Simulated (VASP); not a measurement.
# ZnS (P6_3mc) in VASP: settings compared

The runs below take ZnS through single point, relaxation of cell and atoms, relaxation of shape and atoms at fixed volume, with r2SCAN, PBE.

All numbers are computed with VASP 6.6.1; they aren't measurements. Logs are shortened: lines on timing, memory, paths and dates and some standing lists are left out, and cuts for length are marked.

### 1 The cell of the first run

It takes space group P6_3mc (No. 186, hexagonal). Conventional cell: a = 3.846 Å, b = 3.846 Å, c = 6.303 Å, α = 90.00°, β = 90.00°, γ = 120.00°. Zn (site symmetry 3m) has 4 S at 2.36 Å within 3.1 Å. Within 3.1 Å of S (site symmetry 3m) lie 4 Zn at 2.36 Å.

### 2 Single point, r2SCAN

Contents of POSCAR:

```
ZnS
1.0
    3.8462887776      0.0000000000      0.0000000000
   -1.9231443888      3.3309837917      0.0000000000
    0.0000000000      0.0000000000      6.3032578931
Zn S
2 2
Direct
    0.3333333333      0.6666666667      0.0051961167
    0.6666666667      0.3333333333      0.5051961167
    0.3333333333      0.6666666667      0.3798038833
    0.6666666667      0.3333333333      0.8798038833
```

Contents of INCAR.step1:

```
PREC = Accurate
ENCUT = 550
ISMEAR = 0
SIGMA = 0.05
LREAL = F
LASPH = T
NELM = 120
NBANDS = 26
GGA = PE
ALGO = Normal
EDIFF = 1E-5
LWAVE = T
LCHARG = F
GGA_COMPAT = F
```

Contents of INCAR.step2:

```
PREC = Accurate
ENCUT = 550
EDIFF = 1E-6
ISMEAR = 0
SIGMA = 0.05
LREAL = F
LASPH = T
NELM = 120
ALGO = Normal
ISIF = 2
LWAVE = F
LCHARG = F
METAGGA = R2SCAN
LMIXTAU = T
NBANDS = 26
ISTART = 1
GGA_COMPAT = F
```

Contents of KPOINTS:

```
Automatic mesh
0
Gamma
  6 6 4
```

Potentials or basis: VASP PAW PBE potentials, release 64 (Zn, S).

Started as:

```sh
$ cat potpaw_PBE.64/Zn/POTCAR potpaw_PBE.64/S/POTCAR > POTCAR
$ cp INCAR.step1 INCAR
$ mpirun -np 1 vasp_std > vasp.out
$ cp INCAR.step2 INCAR
$ mpirun -np 1 vasp_std > vasp.out
```

OUTCAR:

```text
PREC = Accurate
   ENCUT = 550
   EDIFF = 1E-6
   ISMEAR = 0
   LREAL = F
   LASPH = T
   NELM = 120
   ISIF = 2
   METAGGA = R2SCAN
   ISTART = 1

 ion  position               nearest neighbor table
   1  0.333  0.667  0.005-   4 2.36   4 2.36   4 2.36   3 2.36
   2  0.667  0.333  0.505-   3 2.36   3 2.36   3 2.36   4 2.36
   3  0.333  0.667  0.380-   2 2.36   2 2.36   2 2.36   1 2.36
   4  0.667  0.333  0.880-   1 2.36   1 2.36   1 2.36   2 2.36

  LATTYP: Found a hexagonal cell.
 ALAT       =     3.8462887776
 C/A-ratio  =     1.6387895599

  Lattice vectors:

 A1 = (   3.8462887776,   0.0000000000,   0.0000000000)
 A2 = (  -1.9231443888,   3.3309837917,   0.0000000000)
 A3 = (   0.0000000000,   0.0000000000,   6.3032578931)

Analysis of symmetry for initial positions (statically):
=====================================================================
 Subroutine PRICEL returns:
 Original cell was already a primitive cell.

 Routine SETGRP: Setting up the symmetry group for a
 hexagonal supercell.

 Subroutine GETGRP returns: Found 12 space group operations
 (whereof  6 operations were pure point group operations)
 out of a pool of 24 trial point group operations.

The static configuration has the point symmetry C_3v.
 The point group associated with its full space group is C_6v.

Analysis of symmetry for dynamics (positions and initial velocities):
=====================================================================
 Subroutine PRICEL returns:
 Original cell was already a primitive cell.

 Routine SETGRP: Setting up the symmetry group for a
 hexagonal supercell.

 Subroutine GETGRP returns: Found 12 space group operations
 (whereof  6 operations were pure point group operations)
 out of a pool of 24 trial point group operations.

The dynamic configuration has the point symmetry C_3v.
 The point group associated with its full space group is C_6v.

 Subroutine INISYM returns: Found 12 space group operations
 (whereof  6 operations are pure point group operations),
 and found     1 'primitive' translations

----------------------------------------------------------------------------------------

[... 87 lines left out ...]
   LNONCOLLINEAR =      F non collinear calculations
   LSORBIT =      F    spin-orbit coupling
   LASPH  =      T    aspherical Exc in radial PAW
   ENCUT  =  550.0 eV  40.42 Ry    6.36 a.u.   7.35  7.35 12.05*2*pi/ulx,y,z
   NELM   =    120;   NELMIN=  2; NELMDL=  0     # of ELM steps
   EDIFF  = 0.1E-05   stopping-criterion for ELM
   LREAL  =      F    real-space projection
   EDIFFG = 0.1E-04   stopping-criterion for IOM
   NSW    =      0    number of steps for IOM
   IBRION =     -1    ionic relax: 0-MD 1-quasi-New 2-CG
   NFREE  =      0    steps in history (QN), initial steepest desc. (CG)
   ISIF   =      2    stress and relaxation
   ISYM   =      2    0-nonsym 1-usesym 2-fastsym
   POTIM  = 0.5000    time-step for ionic-motion
   TEBEG  =    0.0;   TEEND  =   0.0 temperature during run
   PSTRESS=    0.0 pullay stress
   NELECT =      36.0000    total number of electrons
   NUPDOWN=      -1.0000    fix difference up-down
   EMIN   =  10.00;   EMAX   =-10.00  energy-range for DOS
   EFERMI =   0.00;   METHOD = LEGACY
   ISMEAR =     0;   SIGMA  =   0.05  broadening in eV -4-tet -1-fermi 0-gaus
   EFERMI_NEDOS =   21; number of points for ismear=-14 and -15
   IALGO  =     38    algorithm
   IMIX   =      4    mixing-type and parameters
     AMIX     =   0.40;   BMIX     =  1.00
     AMIX_MAG =   1.60;   BMIX_MAG =  1.00
  volume/ion in A,a.u.               =      20.19       136.24
  Fermi-wavevector in a.u.,A,eV,Ry     =   1.250593  2.363277 21.279263  1.563982
  Thomas-Fermi vector in A             =   2.384580
   LORBIT       =      0    0 simple, 1 ext, 2 COOP (PROOUT), +10 PAW based schemes
   METAGGA = R2SCAN    functional components
   LHFCALC =     F    Hartree Fock is set to
   AEXX    =    0.0000 exact exchange contribution
   IVDW    =     0    specifies the selected vdW correction
   LEPSILON=     F    determine dielectric tensor
   LRPA    =     F    only Hartree local field effects (RPA)
 non-spin polarized calculation
 Gauss-broadening in eV      SIGMA  =   0.05
  energy-cutoff  :      550.00
  volume of cell :       80.76
 maximum number of plane-waves:      2394
 NGX is ok and might be reduce to    30
   NGX = 15   NGY = 15   NGZ = 25

 number of electron      36.0000011 magnetization

 Free energy of the ion-electron system (eV)
  ---------------------------------------------------
  ext. energy  EPLUGINS =         0.00000000
  ---------------------------------------------------
  free energy    TOTEN  =       -37.70327682 eV

  energy without entropy =      -37.70327682  energy(sigma->0) =      -37.70327682

 E-fermi :   1.8619     XC(G=0): -10.1599

 val. band max:        1.6347206260   @ k =   0.0000   0.0000   0.0000
 cond. band min:       4.2803034453   @ k =   0.0000   0.0000   0.0000
 fundamental gap:      2.6455828193
 Fermi energy:         1.8619373972

 k-point     1 :       0.0000    0.0000    0.0000
  band No.  band energies     occupation
      1     -11.8994      2.00000
      2     -10.9927      2.00000
      3      -4.7803      2.00000
      4      -4.7679      2.00000
      5      -4.7679      2.00000
      6      -4.6825      2.00000
[... 598 lines left out ...]
     25      11.8583      0.00000
     26      11.8583      0.00000

------------------------ aborting loop because EDIFF is reached ----------------------------------------

  FORCE on cell =-STRESS in cart. coord.  units (eV):
  Direction    XX          YY          ZZ          XY          YZ          ZX
  --------------------------------------------------------------------------------------
  -------------------------------------------------------------------------------------
  Total       -1.0921419     -1.0921419     -1.0830144      0.0000000      0.0000000      0.0000000
  in kB      -21.6675678    -21.6675678    -21.4864821      0.0000000      0.0000000      0.0000000
  external PRESSURE =     -21.6072059 kB  Pullay stress =       0.0000000 kB

 VOLUME and BASIS-vectors are now :
 -----------------------------------------------------------------------------
  energy-cutoff  :      550.00
  volume of cell :       80.76
      direct lattice vectors                 reciprocal lattice vectors
     3.846288778  0.000000000  0.000000000     0.259990879  0.150105804  0.000000000
    -1.923144389  3.330983792  0.000000000     0.000000000  0.300211608  0.000000000
     0.000000000  0.000000000  6.303257893     0.000000000  0.000000000  0.158648118

 POSITION                                       TOTAL-FORCE (eV/Angst)
 -----------------------------------------------------------------------------------
     -0.00000      2.22066      0.03275         0.000000      0.000000      0.013319
      1.92314      1.11033      3.18438        -0.000000      0.000000      0.013319
     -0.00000      2.22066      2.39400         0.000000      0.000000     -0.013319
      1.92314      1.11033      5.54563        -0.000000      0.000000     -0.013319
 -----------------------------------------------------------------------------------
    total drift:                               -0.000000      0.000000      0.051884

  FREE ENERGIE OF THE ION-ELECTRON SYSTEM (eV)
  ---------------------------------------------------
  free  energy   TOTEN  =       -37.7032768190 eV

  energy  without entropy=      -37.7032768190  energy(sigma->0) =      -37.70327682
```

OUTCAR.step1:

```text
PREC = Accurate
   ENCUT = 550
   ISMEAR = 0
   LREAL = F
[... 835 lines left out ...]
     -0.00000      2.22066      0.03275        -0.000000     -0.000000      0.000769
      1.92314      1.11033      3.18438        -0.000000      0.000000      0.000769
     -0.00000      2.22066      2.39400        -0.000000      0.000000     -0.000769
      1.92314      1.11033      5.54563         0.000000     -0.000000     -0.000769
 -----------------------------------------------------------------------------------
    total drift:                               -0.000000     -0.000000      0.000130

  FREE ENERGIE OF THE ION-ELECTRON SYSTEM (eV)
  ---------------------------------------------------
  free  energy   TOTEN  =       -13.6907220452 eV

  energy  without entropy=      -13.6907220452  energy(sigma->0) =      -13.69072205
```

OSZICAR.step1:

```text
N       E                     dE             d eps       ncg     rms          rms(c)
DAV:   1     0.249297489940E+03    0.24930E+03   -0.17594E+04  1092   0.172E+03
DAV:   2     0.106226615210E+02   -0.23867E+03   -0.22855E+03  1116   0.358E+02
DAV:   3    -0.139030081373E+02   -0.24526E+02   -0.24261E+02  1294   0.114E+02
DAV:   4    -0.145374980510E+02   -0.63449E+00   -0.63278E+00  1296   0.181E+01
DAV:   5    -0.145468317434E+02   -0.93337E-02   -0.93302E-02  1276   0.216E+00    0.935E+00
DAV:   6    -0.136997667983E+02    0.84706E+00   -0.16302E+00  1654   0.365E+01    0.723E+00
DAV:   7    -0.136952881207E+02    0.44787E-02   -0.11712E+00  1146   0.632E+00    0.336E+00
DAV:   8    -0.136897095601E+02    0.55786E-02   -0.35150E-02  1318   0.189E+00    0.921E-01
DAV:   9    -0.136903367920E+02   -0.62723E-03   -0.81807E-03  1476   0.135E+00    0.220E-01
DAV:  10    -0.136904999289E+02   -0.16314E-03   -0.64685E-04  1260   0.323E-01    0.908E-02
DAV:  11    -0.136907234477E+02   -0.22352E-03   -0.36472E-04  1136   0.120E-01    0.571E-02
DAV:  12    -0.136907220452E+02    0.14025E-05   -0.10027E-05   958   0.276E-02
   1 F= -.13690722E+02 E0= -.13690722E+02  d E =-.835293E-16
```

Run time: 71 s. Hardware: 1 thread of AMD EPYC 9R45 (Zen 5), shared host; peak memory 0.19 GiB.

What came out:

- Free energy: -37.7033 eV
- Pressure: -2.2 GPa
- Largest force: 0.013 eV/Å
- Band gap on the k mesh: 2.65 eV

Forces on the atoms (eV/Å):
```
Zn   0.000  0.000  0.013
Zn   0.000  0.000  0.013
S    0.000  0.000 -0.013
S    0.000  0.000 -0.013
```

Levels at points of the mesh, in eV from the valence-band top:
| k point | band 15 | band 16 | band 17 | band 18 | band 19 | band 20 | band 21 | band 22 |
| --- | --- | --- | --- | --- | --- | --- | --- | --- |
| (0.00, 0.00, 0.00) | -0.88 | -0.07 | 0.00 | 0.00 | 2.65 | 3.55 | 6.82 | 6.82 |
| (0.50, 0.00, 0.00) | -3.21 | -2.20 | -1.63 | -0.87 | 4.06 | 4.70 | 5.48 | 7.40 |
| (0.00, 0.00, 0.50) | -0.46 | -0.46 | -0.46 | -0.46 | 4.01 | 4.01 | 7.27 | 7.27 |
| (0.50, 0.00, 0.50) | -1.60 | -1.60 | -1.58 | -1.58 | 3.96 | 3.96 | 5.68 | 5.68 |

Caveat: the PAW data sets were made with another functional, which shifts forces and pressure a little. r2SCAN opens gaps a little over a GGA but as a rule still falls short of measured ones.

### 3 Relaxation of cell and atoms, PBE

This run uses another cell than the first one, of 19.60 Å³/atom.

Contents of INCAR:

```
PREC = Accurate ; ENCUT = 500
EDIFF = 1E-7 ; ISMEAR = 0
SIGMA = 0.05 ; LREAL = F
LASPH = T ; NELM = 120
ALGO = Normal ; ISIF = 3
LWAVE = F ; LCHARG = F
GGA = PE ; IBRION = 2
NSW = 80 ; EDIFFG = -0.03
GGA_COMPAT = F ; NELMIN = 4
```

KPOINTS is that of step 2.

Contents of POSCAR:

```
ZnS
1.0
    3.8110000000      0.0000000000      0.0000000000
   -1.9055000000      3.3004228138      0.0000000000
    0.0000000000      0.0000000000      6.2340000000
Zn S
2 2
Direct
    0.3333333333      0.6666666667      0.0000000000
    0.6666666667      0.3333333333      0.5000000000
    0.3333333333      0.6666666667      0.3850000000
    0.6666666667      0.3333333333      0.8850000000
```

Potentials or basis: VASP PAW PBE potentials, release 64 (Zn, S).

Started as:

```sh
$ cat potpaw_PBE.64/Zn/POTCAR potpaw_PBE.64/S/POTCAR > POTCAR
$ mpirun -np 1 vasp_std > vasp.out
```

It took 71 s on 1 thread of AMD EPYC 9R45 (Zen 5), shared host; peak memory 0.17 GiB.

The run converged. Its results:

```
Free energy                           : -13.6895 eV
Relaxed volume                        : 20.22 Å³/atom
Relaxed cell                          : a = 3.852 Å, b = 3.852 Å, c = 6.295 Å, α = 90.00°, β = 90.00°, γ = 120.00°
Space group after relaxing (to 0.1 Å) : P6_3mc (No. 186)
Energy gained by relaxing             : 9.8 meV/atom
Ionic steps                           : 7
Pressure after relaxing               : 0.0 GPa
Largest force after relaxing          : 0.013 eV/Å
Band gap on the k mesh                : 2.08 eV
```

Forces in eV/Å, atoms in the order of the input:
```
Zn   0.000  0.000  0.013
Zn   0.000  0.000  0.013
S    0.000  0.000 -0.013
S    0.000  0.000 -0.013
```

Stress tensor (GPa, compression positive):
```
-0.05  0.00  0.00
 0.00 -0.05  0.00
 0.00  0.00  0.15
```

The path:
| step | energy change (eV) | largest force (eV/Å) | pressure (GPa) | volume (Å³) |
| --- | --- | --- | --- | --- |
| 1 | 0.0000 | 0.3239 | 2.50 | 78.41 |
| 2 | -0.0317 | 0.0913 | -0.82 | 81.93 |
| 3 | -0.0332 | 0.1295 | -0.26 | 81.30 |
| 4 | -0.0331 | 0.1258 | -0.34 | 81.36 |
| 5 | -0.0364 | 0.0669 | -0.14 | 81.10 |
| 6 | -0.0378 | 0.0015 | 0.08 | 80.84 |
| 7 | -0.0392 | 0.0126 | 0.02 | 80.88 |

Final structure:
```
CELL_PARAMETERS angstrom
3.85166 0.00000 0.00000
-1.92583 3.33563 0.00000
0.00000 0.00000 6.29519
ATOMIC_POSITIONS crystal
Zn 0.33333 0.66667 0.00478
Zn 0.66667 0.33333 0.50478
S 0.33333 0.66667 0.38022
S 0.66667 0.33333 0.88022
```

Levels at points of the mesh, in eV from the valence-band top:
```csv
k point,band 15,band 16,band 17,band 18,band 19,band 20,band 21,band 22
"(0.00, 0.00, 0.00)",-0.86,-0.06,0.00,0.00,2.08,3.02,6.32,6.32
"(0.50, 0.00, 0.00)",-3.12,-2.14,-1.59,-0.85,3.67,4.18,5.16,6.94
"(0.00, 0.00, 0.50)",-0.45,-0.45,-0.45,-0.45,3.46,3.46,6.77,6.77
"(0.50, 0.00, 0.50)",-1.54,-1.54,-1.54,-1.54,3.55,3.55,5.25,5.25
```

As with any semilocal functional, this PBE gap is likely too small. Zero-point motion and thermal expansion aren't in these numbers.

### 4 Relaxation of shape and atoms at fixed volume, r2SCAN (19.59 Å³/atom)

This run uses another cell than the first one, of 19.59 Å³/atom.

Contents of POSCAR:

```
ZnS
1.0
    3.8078866837      0.0000000000      0.0000000000
   -1.9039433418      3.2977266028      0.0000000000
    0.0000000000      0.0000000000      6.2403249423
Zn S
2 2
Direct
    0.3333333333      0.6666666667      0.0051961167
    0.6666666667      0.3333333333      0.5051961167
    0.3333333333      0.6666666667      0.3798038833
    0.6666666667      0.3333333333      0.8798038833
```

Contents of INCAR.step1:

```
SYSTEM = ZnS
PREC = Accurate
ENCUT = 550
ISMEAR = 0
SIGMA = 0.05
LREAL = .False.
LASPH = .True.
NELM = 120
GGA = PE
ALGO = Normal
EDIFF = 1E-5
LWAVE = .True.
LCHARG = .False.
GGA_COMPAT = .False.
IBRION = 2
ISIF = 3
EDIFFG = -0.005
NELMIN = 4
NSW = 100
```

Contents of INCAR.step2:

```
SYSTEM = ZnS
PREC = Accurate
ENCUT = 550
EDIFF = 1E-7
ISMEAR = 0
SIGMA = 0.05
LREAL = .False.
LASPH = .True.
NELM = 120
ALGO = Normal
ISIF = 4
LWAVE = .False.
LCHARG = .False.
METAGGA = R2SCAN
LMIXTAU = .True.
IBRION = 2
NSW = 60
EDIFFG = -0.01
ISTART = 1
GGA_COMPAT = .False.
NELMIN = 4
```

Contents of KPOINTS:

```
Automatic mesh
0
Gamma
  6 6 4
  0 0 0
```

Started as:

```sh
$ cat potpaw_PBE.64/Zn/POTCAR potpaw_PBE.64/S/POTCAR > POTCAR
$ cp INCAR.step1 INCAR
$ mpirun -np 1 vasp_std > vasp.out
$ cp INCAR.step2 INCAR
$ mpirun -np 1 vasp_std > vasp.out
```

Wall time 3.5 min (1 thread of AMD EPYC 9R45 (Zen 5), shared host); peak memory 0.2 GiB.

It converged, with:

```
Free energy                  : -37.7205 eV
Energy gained by relaxing    : 0.0 meV/atom
Ionic steps                  : 2
Pressure after relaxing      : 0.0 GPa
Largest force after relaxing : 0.010 eV/Å
Band gap on the k mesh       : 2.79 eV
```

Forces on the atoms (eV/Å):
```
Zn   0.000  0.000  0.010
Zn   0.000  0.000  0.010
S    0.000  0.000 -0.010
S    0.000  0.000 -0.010
```

Stress tensor (GPa, compression positive):
```
0.00 0.00 0.00
0.00 0.00 0.00
0.00 0.00 0.07
```

Final structure:
```xyz
4
Lattice="3.8075 0.0000 0.0000 -1.9037 3.2974 0.0000 0.0000 0.0000 6.2417" Properties=species:S:1:pos:R:3 pbc="T T T"
Zn    0.0000    2.1982    0.0332
Zn    1.9037    1.0991    3.1541
S     0.0000    2.1982    2.3698
S     1.9037    1.0991    5.4906
```

Levels at points of the mesh, in eV from the valence-band top:
```
           k point  band 14  band 15  band 16  band 17  band 18  band 19  band 20  band 21  band 22
(0.00, 0.00, 0.00)    -0.92    -0.92    -0.08     0.00     0.00     2.79     3.61     6.80     6.80
(0.50, 0.00, 0.00)    -4.18    -3.35    -2.31    -1.72    -0.91     4.04     4.78     5.46     7.37
(0.00, 0.00, 0.50)    -2.89    -0.48    -0.48    -0.48    -0.48     4.11     4.11     7.26     7.26
(0.50, 0.00, 0.50)    -4.96    -1.68    -1.68    -1.66    -1.66     3.96     3.96     5.66     5.66
```

Caveat: the PAW data sets were made with another functional, which shifts forces and pressure a little. r2SCAN opens gaps a little over a GGA but as a rule still falls short of measured ones.

(Part 1 of 2 ends here.)
